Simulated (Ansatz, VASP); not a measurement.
**Two plane-wave programs on AlRu**

```
Al Ru
1.0
     2.99160    0.00000    0.00000
     0.00000    2.99160    0.00000
     0.00000    0.00000    2.84202
Al Ru
1 1
Direct
  0.00000 0.00000 0.00000
  0.50000 0.50000 0.50000
```

Change from the starting cell: strain +0.000 along x and y, -0.050 along z, atoms carried along.

Alike in both runs: task single point; functional PBEsol; k mesh 16 × 16 × 16; occupations gaussian, width 0.15 eV; no spin polarisation.

```csv
,VASP,Ansatz
version,VASP 6.6.1,Ansatz 0.2.0
potentials or method,"VASP PAW PBE potentials, release 64 (Al, Ru_pv), cutoff 520 eV","scalar-relativistic, plane waves, PAW"
valence electrons in the cell,17,19
```

```tsv
	VASP	Ansatz	Ansatz less VASP
gap on the k mesh at the Fermi level (eV)	none	none	-
pressure (GPa)	9.0	8.9	-0.07
traceless stress, the component that is largest in VASP (GPa)	7.15	7.11	-0.031
```

VASP's potentials were made for PBE, not for PBEsol. A gap of «none» marks a metal or a gap that the smearing closes. VASP's potentials hold 17 valence electrons a cell and Ansatz's 19, so a difference there can come from the potentials and not from the codes.
